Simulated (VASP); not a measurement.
# Si2W (I4/mmm) in VASP: a series of runs

Si2W is run at these levels: PBE; tasks: single point.

All numbers are computed with VASP 6.6.1; they aren't measurements. Logs are shortened: lines on timing, memory, paths and dates and some standing lists are left out, and cuts for length are marked.

## (1) The cell of the first run

Symmetry: I4/mmm, No. 139, tetragonal system. Conventional cell: a = 3.159 Å, b = 3.159 Å, c = 7.697 Å, α = 90.00°, β = 90.00°, γ = 90.00°. Si (site symmetry 4mm) has 9 Si at 2.54 to 3.16 Å and 5 W at 2.57 to 2.58 Å within 3.4 Å. Within 3.4 Å of W (site symmetry 4/mmm) lie 10 Si at 2.57 to 2.58 Å and 4 W at 3.16 Å.

## (2) Single point, PBE

File INCAR:

```
SYSTEM = Si2W
ALGO = Normal ; EDIFF = 1E-6
ENCUT = 520 ; GGA = PE
ISIF = 2 ; ISMEAR = -1
LASPH = .True. ; LCHARG = .False.
LREAL = .False. ; LWAVE = .False.
NBANDS = 18 ; NELM = 100
PREC = Accurate ; SIGMA = 0.05
```

File KPOINTS:

```
k-points
0
Gamma
  12 12 12
  0 0 0
```

File POSCAR:

```
Si2W
1.0
   -1.5796591442      1.5796591442      3.8485820939
    1.5796591442     -1.5796591442      3.8485820939
    1.5796591442      1.5796591442     -3.8485820939
Si W
2 1
Direct
    0.3347000000      0.3347000000      0.0000000000
    0.6653000000      0.6653000000      0.0000000000
    0.0000000000      0.0000000000      0.0000000000
```

Potentials or basis: VASP PAW PBE potentials, release 64 (Si, W_sv).

The run is started by

```console
$ cat potpaw_PBE.64/Si/POTCAR potpaw_PBE.64/W_sv/POTCAR > POTCAR
$ mpirun -np 1 vasp_std > vasp.out
```

OUTCAR:

```text
SYSTEM = Si2W
   EDIFF = 1E-6
   ENCUT = 520
   GGA = PE
   ISIF = 2
   ISMEAR = -1
   LASPH = .True.
   LREAL = .False.
   NELM = 100
   PREC = Accurate

 ion  position               nearest neighbor table
   1  0.335  0.335  0.000-   2 2.54   3 2.57   3 2.57   3 2.57   3 2.57   3 2.58   2 2.59   2 2.59
                             2 2.59   2 2.59
   2  0.665  0.665  0.000-   1 2.54   3 2.57   3 2.57   3 2.57   3 2.57   3 2.58   1 2.59   1 2.59
                             1 2.59   1 2.59
   3  0.000  0.000  0.000-   2 2.57   2 2.57   1 2.57   2 2.57   1 2.57   1 2.57   2 2.57   1 2.57
                             1 2.58   2 2.58

  LATTYP: Found a body centered tetragonal cell.
 ALAT       =     3.1593182884
 C/A-ratio  =     2.4363370465

  Lattice vectors:

 A1 = (  -1.5796591442,   1.5796591442,   3.8485820939)
 A2 = (   1.5796591442,  -1.5796591442,   3.8485820939)
 A3 = (   1.5796591442,   1.5796591442,  -3.8485820939)

Analysis of symmetry for initial positions (statically):
=====================================================================
 Subroutine PRICEL returns:
 Original cell was already a primitive cell.

 Routine SETGRP: Setting up the symmetry group for a
 body centered tetragonal supercell.

 Subroutine GETGRP returns: Found 16 space group operations
 (whereof 16 operations were pure point group operations)
 out of a pool of 16 trial point group operations.

The static configuration has the point symmetry D_4h.

Analysis of symmetry for dynamics (positions and initial velocities):
=====================================================================
 Subroutine PRICEL returns:
 Original cell was already a primitive cell.

 Routine SETGRP: Setting up the symmetry group for a
 body centered tetragonal supercell.

 Subroutine GETGRP returns: Found 16 space group operations
 (whereof 16 operations were pure point group operations)
 out of a pool of 16 trial point group operations.

The dynamic configuration has the point symmetry D_4h.

 Subroutine INISYM returns: Found 16 space group operations
 (whereof 16 operations are pure point group operations),
 and found     1 'primitive' translations

----------------------------------------------------------------------------------------

                                     Primitive cell

  volume of cell :      38.4138

  direct lattice vectors                    reciprocal lattice vectors
    -1.579659144  1.579659144  3.848582094     0.000000000  0.316523980  0.129917977
     1.579659144 -1.579659144  3.848582094     0.316523980  0.000000000  0.129917977
[... 89 lines left out ...]
   EDIFFG = 0.1E-04   stopping-criterion for IOM
   NSW    =      0    number of steps for IOM
   IBRION =     -1    ionic relax: 0-MD 1-quasi-New 2-CG
   NFREE  =      0    steps in history (QN), initial steepest desc. (CG)
   ISIF   =      2    stress and relaxation
   ISYM   =      2    0-nonsym 1-usesym 2-fastsym
   POTIM  = 0.5000    time-step for ionic-motion
   TEBEG  =    0.0;   TEEND  =   0.0 temperature during run
   PSTRESS=    0.0 pullay stress
   NELECT =      22.0000    total number of electrons
   NUPDOWN=      -1.0000    fix difference up-down
   EMIN   =  10.00;   EMAX   =-10.00  energy-range for DOS
   EFERMI =   0.00;   METHOD = LEGACY
   ISMEAR =    -1;   SIGMA  =   0.05  broadening in eV -4-tet -1-fermi 0-gaus
   EFERMI_NEDOS =   21; number of points for ismear=-14 and -15
   IALGO  =     38    algorithm
   IMIX   =      4    mixing-type and parameters
     AMIX     =   0.40;   BMIX     =  1.00
     AMIX_MAG =   1.60;   BMIX_MAG =  1.00
  volume/ion in A,a.u.               =      12.80        86.41
  Fermi-wavevector in a.u.,A,eV,Ry     =   1.359523  2.569126 25.147685  1.848303
  Thomas-Fermi vector in A             =   2.486264
   LORBIT       =      0    0 simple, 1 ext, 2 COOP (PROOUT), +10 PAW based schemes
   GGA     = PE    functional components
   LHFCALC =     F    Hartree Fock is set to
   AEXX    =    0.0000 exact exchange contribution
   IVDW    =     0    specifies the selected vdW correction
   LEPSILON=     F    determine dielectric tensor
   LRPA    =     F    only Hartree local field effects (RPA)
 non-spin polarized calculation
  energy-cutoff  :      520.00
  volume of cell :       38.41
 maximum number of plane-waves:      1056
 NGX is ok and might be reduce to    36
   NGX = 17   NGY = 17   NGZ = 17

 number of electron      22.0000001 magnetization

 Free energy of the ion-electron system (eV)
  ---------------------------------------------------
  ext. energy  EPLUGINS =         0.00000000
  ---------------------------------------------------
  free energy    TOTEN  =       -24.68434654 eV

  energy without entropy =      -24.68256483  energy(sigma->0) =      -24.68345569

 E-fermi :  12.7388     XC(G=0): -12.7750

 val. band max:       12.6822742911   @ k =  -0.3333  -0.4167   0.3333
 cond. band min:      12.7582875863   @ k =  -0.4167  -0.4167   0.3333
 fundamental gap:      0.0760132951
 Fermi energy:        12.7387979240

 k-point     1 :       0.0000    0.0000    0.0000
  band No.  band energies     occupation
      1     -61.0238      2.00000
      2     -25.3356      2.00000
      3     -25.2941      2.00000
      4     -25.2941      2.00000
      5      -1.8011      2.00000
      6       5.5139      2.00000
[... 481 lines left out ...]
      5       1.4144      2.00000
      6       4.1412      2.00000
[... 10 lines left out ...]
     17      20.1052      0.00000
     18      21.5241      0.00000

 [... further k-points ...]

------------------------ aborting loop because EDIFF is reached ----------------------------------------

  FORCE on cell =-STRESS in cart. coord.  units (eV):
  Direction    XX          YY          ZZ          XY          YZ          ZX
  --------------------------------------------------------------------------------------
  -------------------------------------------------------------------------------------
  Total        3.8662896      3.8662896      4.4227721      0.0000000      0.0000000      0.0000000
  in kB      161.2565798    161.2565798    184.4665507      0.0000000      0.0000000      0.0000000
  external PRESSURE =     168.9932368 kB  Pullay stress =       0.0000000 kB

 VOLUME and BASIS-vectors are now :
 -----------------------------------------------------------------------------
  energy-cutoff  :      520.00
  volume of cell :       38.41
      direct lattice vectors                 reciprocal lattice vectors
    -1.579659144  1.579659144  3.848582094     0.000000000  0.316523980  0.129917977
     1.579659144 -1.579659144  3.848582094     0.316523980  0.000000000  0.129917977
     1.579659144  1.579659144 -3.848582094     0.316523980  0.316523980  0.000000000

 POSITION                                       TOTAL-FORCE (eV/Angst)
 -----------------------------------------------------------------------------------
      0.00000      0.00000      2.57624        -0.000000     -0.000000     -0.228572
      0.00000      0.00000      5.12092         0.000000      0.000000      0.228572
      0.00000      0.00000      0.00000        -0.000000     -0.000000      0.000000
 -----------------------------------------------------------------------------------
    total drift:                               -0.000000     -0.000000      0.000000

  FREE ENERGIE OF THE ION-ELECTRON SYSTEM (eV)
  ---------------------------------------------------
  free  energy   TOTEN  =       -24.6843465410 eV

  energy  without entropy=      -24.6825648322  energy(sigma->0) =      -24.68345569
```

stdout:

```text
POSCAR found type information on POSCAR SiW
 POSCAR found :  2 types and       3 ions
 scaLAPACK will be used
 LDA part: xc-table for (Slater+PW92), standard interpolation
 POSCAR, INCAR and KPOINTS ok, starting setup
 FFT: planning ... GRIDC
 FFT: planning ... GRID_SOFT
 FFT: planning ... GRID
 WAVECAR not read
 entering main loop
```

Wall time 3.3 min (1 thread of Intel Xeon 8259CL, shared host); peak memory 0.28 GiB.

What came out:

```
Free energy            : -24.6843 eV
Pressure               : 16.9 GPa
Largest force          : 0.229 eV/Å
Band gap on the k mesh : zero (bands 11 and 12 overlap by 1.39 eV)
```

Forces on the atoms (eV/Å):
```
Si   0.000  0.000 -0.229
Si   0.000  0.000  0.229
W    0.000  0.000  0.000
```

Caveat: the cell stands under pressure; spin-orbit coupling is left out, which moves the levels of the heavy elements.

[end of part 1 of 2]
